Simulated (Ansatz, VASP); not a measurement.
## Two plane-wave programs on LiF

```
CELL_PARAMETERS angstrom
2.51626 0.00000 0.00000
0.00000 2.51626 0.00000
0.00000 0.00000 2.51626
ATOMIC_POSITIONS crystal
Li 0.00000 0.00000 0.00000
F 0.50000 0.50000 0.50000
```

Alike in both runs: task single point; functional r2SCAN; k mesh 8 × 8 × 8; no spin polarisation.

|  | VASP | Ansatz |
| --- | --- | --- |
| version | VASP 6.6.1 | Ansatz 0.2.0 |
| potentials or method | VASP PAW PBE potentials, release 64 (Li_sv, F) | plane waves |
| plane-wave cutoff (eV) | 520 | 500 |
| occupations | methfessel-paxton of order 1, width 0.2 eV | cold, width 0.2 eV |
| valence electrons in the cell | 10 | 10 |

|  | VASP | Ansatz | Ansatz less VASP |
| --- | --- | --- | --- |
| gap on the k mesh at the Fermi level (eV) | 9.12 | 8.91 | -0.209 |

VASP's potentials were made for PBE, not for r2SCAN.

Noted on VASP's run: the cutoff is short for stress, so the pressure is rough.
